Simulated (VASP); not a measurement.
A run of VASP 6.6.1 is set up as follows.

Contents of INCAR:

```
SYSTEM = NaI
PREC = Accurate
ENCUT = 520
EDIFF = 1E-6
ISMEAR = 0
SIGMA = 0.05
LREAL = .FALSE.
LASPH = .TRUE.
NELM = 80
ALGO = Normal
ISIF = 2
LWAVE = .FALSE.
LCHARG = .TRUE.
GGA = PS
LELF = .TRUE.
LVHAR = .TRUE.
NBANDS = 14
```

File KPOINTS:

```
Automatic mesh
0
G
  6 6 6
  0 0 0
```

The input POSCAR:

```
NaI
1.0
    0.0000000000      3.3334920000      3.3334920000
    3.3334920000      0.0000000000      3.3334920000
    3.3334920000      3.3334920000      0.0000000000
Na I
1 1
Direct
    0.0000000000      0.0000000000      0.0000000000
    0.5000000000      0.5000000000      0.5000000000
```

Potentials or basis: VASP PAW PBE potentials, release 64 (Na_pv, I).

Launch:

```console
$ cat potpaw_PBE.64/Na_pv/POTCAR potpaw_PBE.64/I/POTCAR > POTCAR
$ mpirun -np 1 vasp_std > vasp.out
```

(1) Predict the band gap on the k mesh.

(2) Estimate the pressure.

Results:

(1) 3.30 eV, direct.

(2) -1.5 GPa.

Caveat: the cell differs from its parent crystal (strain +0.030 along x and y, +0.030 along z); the PAW data sets were made with another functional, which shifts forces and pressure a little; spin-orbit coupling is left out, which moves the levels of the heavy elements.
